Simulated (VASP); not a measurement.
# Cu (I4/mmm) in VASP: a series of runs

Cu is run at these levels: PBE; tasks: single point.

Program: VASP 6.6.1. These are calculated values, not measurements. Logs are shortened: lines on timing, memory, paths and dates and some standing lists are left out, and cuts for length are marked.

### 1 The cell of the first run

It takes space group I4/mmm (No. 139, tetragonal). Conventional cell: a = 2.492 Å, b = 2.492 Å, c = 3.705 Å, α = 90.00°, β = 90.00°, γ = 90.00°. Cu (site symmetry 4/mmm) has 12 Cu at 2.49 to 2.56 Å within 3.3 Å.

### 2 Single point, PBE (strain -0.025 along x and y, +0.025 along z)

Contents of INCAR:

```
PREC = Accurate ; ENCUT = 520
EDIFF = 1E-6 ; ISMEAR = 0
SIGMA = 0.15 ; LREAL = F
LASPH = T ; NELM = 80
ALGO = Fast ; ISIF = 2
LWAVE = F ; LCHARG = T
GGA = PE ; LELF = T
LVHAR = T ; NBANDS = 12
```

Contents of KPOINTS:

```
Automatic mesh
0
Gamma
  22 22 22
```

Contents of POSCAR:

```
Cu
1.0
    0.0000000000      1.7623125000      1.8526875000
    1.7623125000      0.0000000000      1.8526875000
    1.7623125000      1.7623125000      0.0000000000
Cu
1
Direct
    0.0000000000      0.0000000000      0.0000000000
```

Potentials or basis: VASP PAW PBE potentials, release 64 (Cu).

On the command line:

```
> cat potpaw_PBE.64/Cu/POTCAR > POTCAR
> mpirun -np 1 vasp_std > vasp.out
```

OUTCAR:

```text
PREC = Accurate
   ENCUT = 520
   EDIFF = 1E-6
   ISMEAR = 0
   LREAL = F
   LASPH = T
   NELM = 80
   ISIF = 2
   GGA = PE

 ion  position               nearest neighbor table
   1  0.000  0.000  0.000-

  LATTYP: Found a body centered tetragonal cell.
 ALAT       =     2.4922862386
 C/A-ratio  =     1.4867373348

  Lattice vectors:

 A1 = (  -1.7623125000,   0.0000000000,   1.8526875000)
 A2 = (   1.7623125000,   0.0000000000,   1.8526875000)
 A3 = (   0.0000000000,   1.7623125000,  -1.8526875000)

Analysis of symmetry for initial positions (statically):
=====================================================================
 Subroutine PRICEL returns:
 Original cell was already a primitive cell.

 Routine SETGRP: Setting up the symmetry group for a
 body centered tetragonal supercell.

 Subroutine GETGRP returns: Found 16 space group operations
 (whereof 16 operations were pure point group operations)
 out of a pool of 16 trial point group operations.

The static configuration has the point symmetry D_4h.

Analysis of symmetry for dynamics (positions and initial velocities):
=====================================================================
 Subroutine PRICEL returns:
 Original cell was already a primitive cell.

 Routine SETGRP: Setting up the symmetry group for a
 body centered tetragonal supercell.

 Subroutine GETGRP returns: Found 16 space group operations
 (whereof 16 operations were pure point group operations)
 out of a pool of 16 trial point group operations.

The dynamic configuration has the point symmetry D_4h.

 Subroutine INISYM returns: Found 16 space group operations
 (whereof 16 operations are pure point group operations),
 and found     1 'primitive' translations

----------------------------------------------------------------------------------------

                                     Primitive cell

  volume of cell :      11.5080

  direct lattice vectors                    reciprocal lattice vectors
     0.000000000  1.762312500  1.852687500    -0.283718126  0.283718126  0.269878217
     1.762312500  0.000000000  1.852687500     0.283718126 -0.283718126  0.269878217
     1.762312500  1.762312500  0.000000000     0.283718126  0.283718126 -0.269878217

  length of vectors
     2.556989699  2.556989699  2.492286239     0.483555790  0.483555790  0.483555790

  position of ions in fractional coordinates (direct lattice)
     0.000000000  0.000000000  0.000000000

  ion indices of the primitive-cell ions
   primitive index   ion index
                 1           1

----------------------------------------------------------------------------------------

 KPOINTS: Automatic mesh

Automatic generation of k-mesh.
 Grid dimensions read from file:
 generate k-points for:   22   22   22

 Generating k-lattice:

  Cartesian coordinates                     Fractional coordinates (reciprocal lattice)
    -0.012896278  0.012896278  0.012267192     0.045454545  0.000000000  0.000000000
     0.012896278 -0.012896278  0.012267192     0.000000000  0.045454545  0.000000000
     0.012896278  0.012896278 -0.012267192    -0.000000000 -0.000000000  0.045454545

  Length of vectors
     0.021979809  0.021979809  0.021979809

  Shift w.r.t. Gamma in fractional coordinates (k-lattice)
     0.000000000  0.000000000  0.000000000

 Subroutine IBZKPT returns following result:
 ===========================================

 Found    834 irreducible k-points:

 Following reciprocal coordinates:
            Coordinates               Weight
  0.000000  0.000000  0.000000      1.000000
  0.045455  0.000000  0.000000      8.000000
  0.090909  0.000000  0.000000      8.000000
  0.136364 -0.000000  0.000000      8.000000
  0.181818  0.000000  0.000000      8.000000
  0.227273  0.000000  0.000000      8.000000
[... 16 lines left out ...]
  0.500000  0.045455  0.000000      8.000000
 -0.454545  0.045455  0.000000      8.000000
 [... further k-points ...]
   k-points           NKPTS =    834   k-points in BZ     NKDIM =    834   number of bands    NBANDS=     12
   number of dos      NEDOS =    301   number of ions     NIONS =      1
   total plane-waves  NPLWV =   8000
   dimension x,y,z NGX =    20 NGY =   20 NGZ =   20
   dimension x,y,z NGXF=    40 NGYF=   40 NGZF=   40
   ions per type =               1
   NGX,Y,Z   is equivalent  to a cutoff of  13.00, 13.00, 13.34 a.u.
   NGXF,Y,Z  is equivalent  to a cutoff of  26.01, 26.01, 26.68 a.u.
 SYSTEM =  unknown system
   PREC   = accura    normal or accurate (medium, high low for compatibility)
   ISTART =      0    job   : 0-new  1-cont  2-samecut
   ICHARG =      2    charge: 1-file 2-atom 10-const
   ISPIN  =      1    spin polarized calculation?
   LNONCOLLINEAR =      F non collinear calculations
   LSORBIT =      F    spin-orbit coupling
   LASPH  =      T    aspherical Exc in radial PAW
   ENCUT  =  520.0 eV  38.22 Ry    6.18 a.u.   4.75  4.75  4.63*2*pi/ulx,y,z
   NELM   =     80;   NELMIN=  2; NELMDL= -5     # of ELM steps
   EDIFF  = 0.1E-05   stopping-criterion for ELM
   LREAL  =      F    real-space projection
   EDIFFG = 0.1E-04   stopping-criterion for IOM
   NSW    =      0    number of steps for IOM
   IBRION =     -1    ionic relax: 0-MD 1-quasi-New 2-CG
   NFREE  =      0    steps in history (QN), initial steepest desc. (CG)
   ISIF   =      2    stress and relaxation
   ISYM   =      2    0-nonsym 1-usesym 2-fastsym
   POTIM  = 0.5000    time-step for ionic-motion
   TEBEG  =    0.0;   TEEND  =   0.0 temperature during run
   PSTRESS=    0.0 pullay stress
   NELECT =      11.0000    total number of electrons
   NUPDOWN=      -1.0000    fix difference up-down
   EMIN   =  10.00;   EMAX   =-10.00  energy-range for DOS
   EFERMI =   0.00;   METHOD = LEGACY
   ISMEAR =     0;   SIGMA  =   0.15  broadening in eV -4-tet -1-fermi 0-gaus
   EFERMI_NEDOS =   21; number of points for ismear=-14 and -15
   IALGO  =     68    algorithm
   IMIX   =      4    mixing-type and parameters
     AMIX     =   0.40;   BMIX     =  1.00
     AMIX_MAG =   1.60;   BMIX_MAG =  1.00
  volume/ion in A,a.u.               =      11.51        77.66
  Fermi-wavevector in a.u.,A,eV,Ry     =   1.612649  3.047464 35.383791  2.600635
  Thomas-Fermi vector in A             =   2.707845
   LORBIT       =      0    0 simple, 1 ext, 2 COOP (PROOUT), +10 PAW based schemes
   GGA     = PE    functional components
   LHFCALC =     F    Hartree Fock is set to
   AEXX    =    0.0000 exact exchange contribution
   IVDW    =     0    specifies the selected vdW correction
   LEPSILON=     F    determine dielectric tensor
   LRPA    =     F    only Hartree local field effects (RPA)
 non-spin polarized calculation
 RMM-DIIS sequential band-by-band and
 Gauss-broadening in eV      SIGMA  =   0.15
  energy-cutoff  :      520.00
  volume of cell :       11.51
 maximum number of plane-waves:       334
   NGX =  9   NGY =  9   NGZ =  9

 number of electron      11.0000015 magnetization

 Free energy of the ion-electron system (eV)
  ---------------------------------------------------
  ext. energy  EPLUGINS =         0.00000000
  ---------------------------------------------------
  free energy    TOTEN  =        -3.71651280 eV

  energy without entropy =       -3.71385283  energy(sigma->0) =       -3.71518281

 E-fermi :   7.9202     XC(G=0): -12.8770

 val. band max:        7.9108235432   @ k =   0.5000   0.3182   0.0909
 cond. band min:       7.9452386825   @ k =  -0.1818   0.3182   0.1364
 fundamental gap:      0.0344151394
 Fermi energy:         7.9202374694

 k-point     1 :       0.0000    0.0000    0.0000
  band No.  band energies     occupation
      1      -1.6385      2.00000
      2       4.6341      2.00000
      3       4.8948      2.00000
      4       4.8948      2.00000
      5       5.5220      2.00000
      6       5.7818      2.00000
      7      30.7618      0.00000
      8      33.4348      0.00000
      9      33.6592      0.00000
     10      33.6592      0.00000
     11      36.0617      0.00000
     12      36.0617      0.00000

 k-point     2 :       0.0455    0.0000    0.0000
  band No.  band energies     occupation
      1      -1.5616      2.00000
      2       4.6404      2.00000
      3       4.8867      2.00000
      4       4.9096      2.00000
      5       5.5183      2.00000
      6       5.7736      2.00000
      7      30.3883      0.00000
      8      32.4353      0.00000
      9      33.2416      0.00000
     10      33.4151      0.00000
     11      36.4225      0.00000
     12      36.5163      0.00000

 k-point     3 :       0.0909    0.0000    0.0000
  band No.  band energies     occupation
      1      -1.3326      2.00000
      2       4.6475      2.00000
      3       4.8720      2.00000
      4       4.9505      2.00000
      5       5.5117      2.00000
      6       5.7521      2.00000
      7      28.7487      0.00000
      8      31.6303      0.00000
      9      32.6763      0.00000
     10      32.9250      0.00000
     11      37.2498      0.00000
     12      37.2670      0.00000
[... 286 lines left out ...]
 k-point    23 :       0.5000    0.0455    0.0000
  band No.  band energies     occupation
      1       2.7236      2.00000
      2       4.6194      2.00000
      3       4.9182      2.00000
      4       5.9622      2.00000
      5       6.2051      2.00000
      6       7.1717      2.00000
      7      11.9162      0.00000
      8      27.4906      0.00000
      9      30.2899      0.00000
     10      30.5576      0.00000
     11      33.5159      0.00000
     12      34.8422      0.00000

 k-point    24 :      -0.4545    0.0455    0.0000
  band No.  band energies     occupation
      1       2.7149      2.00000
      2       4.6291      2.00000
      3       4.9169      2.00000
      4       5.9369      2.00000
      5       6.1766      2.00000
      6       7.1125      2.00000
      7      12.0590      0.00000
      8      27.2529      0.00000
      9      30.3841      0.00000
     10      31.0379      0.00000
     11      33.7429      0.00000
     12      34.4530      0.00000

 [... further k-points ...]

------------------------ aborting loop because EDIFF is reached ----------------------------------------

  FORCE on cell =-STRESS in cart. coord.  units (eV):
  Direction    XX          YY          ZZ          XY          YZ          ZX
  --------------------------------------------------------------------------------------
  -------------------------------------------------------------------------------------
  Total        0.5626787      0.5626787      0.2941439      0.0000000      0.0000000      0.0000000
  in kB       78.3380979     78.3380979     40.9517478      0.0000000      0.0000000      0.0000000
  external PRESSURE =      65.8759812 kB  Pullay stress =       0.0000000 kB

 VOLUME and BASIS-vectors are now :
 -----------------------------------------------------------------------------
  energy-cutoff  :      520.00
  volume of cell :       11.51
      direct lattice vectors                 reciprocal lattice vectors
     0.000000000  1.762312500  1.852687500    -0.283718126  0.283718126  0.269878217
     1.762312500  0.000000000  1.852687500     0.283718126 -0.283718126  0.269878217
     1.762312500  1.762312500  0.000000000     0.283718126  0.283718126 -0.269878217

 POSITION                                       TOTAL-FORCE (eV/Angst)
 -----------------------------------------------------------------------------------
      0.00000      0.00000      0.00000        -0.000000     -0.000000      0.000000
 -----------------------------------------------------------------------------------
    total drift:                               -0.000000     -0.000000     -0.000000

  FREE ENERGIE OF THE ION-ELECTRON SYSTEM (eV)
  ---------------------------------------------------
  free  energy   TOTEN  =        -3.7165127970 eV

  energy  without entropy=       -3.7138528273  energy(sigma->0) =       -3.71518281
```

It took 68 s on 1 thread of AMD EPYC 9R45 (Zen 5), shared host; peak memory 0.19 GiB.

Results:

```yaml
Free_energy: -3.7165 eV
Pressure: 6.6 GPa
Band_gap_on_the_k_mesh: zero (an odd number of electrons rules out a gap without spin polarisation)
```

Caveat: the cell differs from its parent crystal (strain -0.025 along x and y, +0.025 along z); the cell stands under pressure.

### 3 Single point, PBE (strain -0.025 along x and y, +0.050 along z)

Contents of INCAR:

```
PREC = Accurate
ENCUT = 520
EDIFF = 1E-6
ISMEAR = 0
SIGMA = 0.15
LREAL = False
LASPH = True
NELM = 60
ALGO = Normal
ISIF = 2
LWAVE = False
LCHARG = True
GGA = PE
LELF = True
LVHAR = True
NBANDS = 12
```

KPOINTS is that of step 2.

Contents of POSCAR:

```
Cu
1.0
    0.0000000000      1.7623125000      1.8978750000
    1.7623125000      0.0000000000      1.8978750000
    1.7623125000      1.7623125000      0.0000000000
Cu
1
Direct
    0.0000000000      0.0000000000      0.0000000000
```

Potentials or basis: VASP PAW PBE potentials, release 64 (Cu).

On the command line:

```
> cat potpaw_PBE.64/Cu/POTCAR > POTCAR
> mpirun -np 1 vasp_std > vasp.out
```

Wall time 54 s (1 thread of AMD EPYC 9R45 (Zen 5), shared host); peak memory 0.19 GiB.

It converged, with:

* Free energy: -3.7193 eV
* Pressure: 2.8 GPa
* Band gap on the k mesh: zero (an odd number of electrons rules out a gap without spin polarisation)

Stress tensor (GPa, compression positive):
```
 4.71  0.00  0.00
 0.00  4.71  0.00
 0.00  0.00 -0.99
```

Levels at points of the mesh, in eV from the Fermi level:
| k point | band 4 | band 5 | band 6 | band 7 | band 8 | band 9 |
| --- | --- | --- | --- | --- | --- | --- |
| (0.00, 0.00, 0.00) | -2.91 | -2.43 | -2.05 | 22.70 | 25.13 | 25.39 |
| (0.50, 0.00, 0.00) | -1.72 | -1.60 | -1.01 | 3.78 | 19.57 | 22.53 |
| (0.50, 0.50, 0.00) | -1.53 | -1.53 | 0.49 | 5.85 | 14.28 | 14.28 |
| (0.50, 0.00, 0.50) | -1.64 | -1.38 | 2.03 | 7.77 | 12.48 | 12.65 |

Caveat: the cell differs from its parent crystal (strain -0.025 along x and y, +0.050 along z).
